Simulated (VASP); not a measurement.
# Si16O (a cell with a defect): single point with LDA

Si16O (a cell with a defect):

```
Si O
1.0
     0.00000    5.43000    5.43000
     5.43000    0.00000    5.43000
     5.43000    5.43000    0.00000
Si O
16 1
Cartesian
  -0.0009 -0.0151 -0.0152
  1.4239 1.3535 1.2548
  2.7804 2.7419 -0.0772
  4.0590 4.0910 1.3582
  2.6915 0.0002 2.7165
  3.9943 1.3346 4.1357
  5.3302 2.7238 2.7834
  6.7949 4.0777 4.0477
  0.1154 2.8843 2.4753
  1.3766 4.0564 4.0797
  2.7219 5.4465 2.7364
  4.1429 7.0216 3.8130
  2.4533 2.4815 5.5008
  3.7704 3.8863 6.8033
  5.4486 5.6180 5.1282
  6.5477 6.6196 6.9058
  4.0793 4.7484 5.4307
```

* Program: VASP 6.6.1
* Task: single point
* Functional: LDA
* Potentials or basis: VASP PAW LDA potentials, release 64 (Si, O)
* Cutoff: 520 eV
* k mesh: 2 × 2 × 2
* Occupations: fermi-dirac, width 0.05 eV
* Spin: collinear spin, zero start
* Starting moments: [0.0, 0.0, 0.0, 0.0, 0.0, 0.0, 0.0, 0.0, 0.0, 0.0, 0.0, 0.0, 0.0, 0.0, 0.0, 0.0, 0.0] μB

The pressure is 0.8 GPa, the largest force is 0.114 eV/Å and the band gap on the k mesh is 0.40 eV. The net moment is 0.00 μB per cell. The valence electrons inside the program's atomic spheres are Si 1.71, 1.70, 1.73, 1.69, 1.72 (each value once); O 5.16.

Forces on the atoms (eV/Å):
```
Si   0.001  0.001  0.002
Si  -0.002 -0.002  0.001
Si   0.000  0.000 -0.001
Si   0.002  0.000  0.001
Si   0.002 -0.001  0.006
Si   0.002  0.002  0.005
Si  -0.002  0.000  0.001
Si   0.001  0.001 -0.003
Si   0.003 -0.002  0.001
Si   0.005  0.002  0.001
Si   0.001  0.000  0.004
Si   0.001 -0.005 -0.004
Si  -0.003  0.004 -0.005
Si  -0.036 -0.067  0.074
Si   0.080  0.071 -0.038
Si  -0.006 -0.002 -0.001
O   -0.048 -0.002 -0.044
```

Stress tensor (GPa, compression positive):
```
 0.70  1.14 -1.53
 1.14  1.01 -1.15
-1.53 -1.15  0.69
```

Levels at points of the mesh, in eV from the valence-band top:
Spin up:
```csv
k point,band 31,band 32,band 33,band 34,band 35,band 36,band 37,band 38,band 39,band 40
"(0.00, 0.00, 0.00)",-0.97,-0.93,-0.33,-0.06,0.00,0.40,0.69,0.71,0.88,1.08
"(0.50, 0.00, 0.00)",-1.50,-1.23,-0.75,-0.63,-0.57,1.13,1.38,1.51,1.57,1.63
"(0.00, 0.50, 0.00)",-1.47,-1.22,-0.80,-0.62,-0.55,1.24,1.33,1.50,1.61,1.69
"(0.00, 0.00, 0.50)",-1.42,-0.74,-0.67,-0.66,-0.07,1.07,1.37,1.45,1.46,1.62
"(0.50, 0.50, 0.50)",-1.47,-1.22,-0.80,-0.62,-0.54,1.24,1.33,1.50,1.62,1.69
"(0.50, 0.50, 0.00)",-1.50,-1.44,-1.27,-1.19,-0.50,1.18,1.38,2.25,2.32,2.43
"(0.00, 0.50, 0.50)",-1.50,-1.44,-1.27,-1.19,-0.51,1.19,1.38,2.25,2.32,2.43
"(0.50, 0.00, 0.50)",-1.44,-1.38,-1.33,-1.04,-0.93,1.33,1.38,2.24,2.32,2.47
```
Spin down:
```
           k point  band 32  band 33  band 34  band 35  band 36  band 37  band 38  band 39
(0.00, 0.00, 0.00)    -0.93    -0.33    -0.06     0.00     0.40     0.69     0.71     0.88
(0.50, 0.00, 0.00)    -1.23    -0.75    -0.63    -0.57     1.13     1.38     1.51     1.57
(0.00, 0.50, 0.00)    -1.22    -0.80    -0.62    -0.55     1.24     1.33     1.50     1.61
(0.00, 0.00, 0.50)    -0.74    -0.67    -0.66    -0.07     1.07     1.37     1.45     1.46
(0.50, 0.50, 0.50)    -1.22    -0.80    -0.62    -0.54     1.24     1.33     1.50     1.62
(0.50, 0.50, 0.00)    -1.44    -1.27    -1.19    -0.50     1.18     1.38     2.25     2.32
(0.00, 0.50, 0.50)    -1.44    -1.27    -1.19    -0.51     1.19     1.38     2.25     2.32
(0.50, 0.00, 0.50)    -1.38    -1.33    -1.04    -0.93     1.33     1.38     2.24     2.32
```

Wall time 12 min on 1 thread of Intel Xeon 8259CL (shared host), peak memory 0.49 GiB.

Caveat: the k points lie up to 0.50 Å⁻¹ apart.
